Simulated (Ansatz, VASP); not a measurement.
**Fe in VASP and in Ansatz**

File INCAR:

```
  PREC = Accurate
  ENCUT = 520
  EDIFF = 1E-7
  ISMEAR = 0
  SIGMA = 0.05
  LREAL = False
  LASPH = True
  NELM = 150
  ALGO = Fast
  ISIF = 2
  LWAVE = False
  LCHARG = False
  ISPIN = 2
  MAGMOM = 2.5 2.5
  LORBIT = 11
  LMAXMIX = 4
  GGA = PE
  NBANDS = 19
```

Contents of KPOINTS:

```
Automatic mesh
0
Gamma
  14 14 10
```

File POSCAR:

```
Fe
1.0
    1.4155932657     -1.4155932657      1.4155932657
   -1.4155932657      1.4155932657      1.4155932657
   -2.8311865314     -2.8311865314      0.0000000000
Fe
2
Direct
    0.0000000000      0.0000000000      0.0000000000
    0.5000000000      0.5000000000      0.5000000000
```

Input for Ansatz:

```yaml
crystal:
  lattice:
    - [1.4155932657, -1.4155932657, 1.4155932657]
    - [-1.4155932657, 1.4155932657, 1.4155932657]
    - [-2.8311865314, -2.8311865314, 0.0]
  atoms:
    - { symbol: Fe, position: [0.0, 0.0, 0.0], spin: 2.5 }
    - { symbol: Fe, position: [0.5, 0.5, 0.5], spin: 2.5 }
basis:
  ecutwfc: 420
  ecutrho_ratio: 4
kpoints:
  mp_grid: { grid: [14, 14, 10] }
hamiltonian:
  xc: pbe
scf:
  occupations: { method: gaussian, width: 0.05 }
  lower_state_search: "off"
output:
  forces: true
  stress: true
  eigenvalues: true
  populations: true
magnetization:
  spin_polarized: true
```

Alike in both runs: task single point; functional PBE; k mesh 14 × 14 × 10; occupations gaussian, width 0.05 eV; collinear spin.

|  | VASP | Ansatz |
| --- | --- | --- |
| version | VASP 6.6.1 | Ansatz 0.2.0 |
| potentials or method | VASP PAW PBE potentials, release 64 (Fe), cutoff 520 eV | scalar-relativistic, plane waves, PAW |
| valence electrons in the cell | 16 | 32 |

VASP gave:

- gap on the k mesh at the Fermi level (eV): none
- pressure (GPa): -0.3
- traceless stress, the component that is largest in VASP (GPa): -0.27
- net moment per atom (μB): 2.18
- size of the moment on the site where the two differ most (μB): 2.18

What did Ansatz give for the same quantities?

gap on the k mesh at the Fermi level (eV): none; pressure (GPa): -0.1; traceless stress, the component that is largest in VASP (GPa): -0.22; net moment per atom (μB): 2.16; size of the moment on the site where the two differ most (μB): 2.21.

Site moments also hang on the region over which each program counts them. A gap of «none» marks a metal or a gap that the smearing closes. VASP's potentials hold 16 valence electrons a cell and Ansatz's 32, so a difference there can come from the potentials and not from the codes.
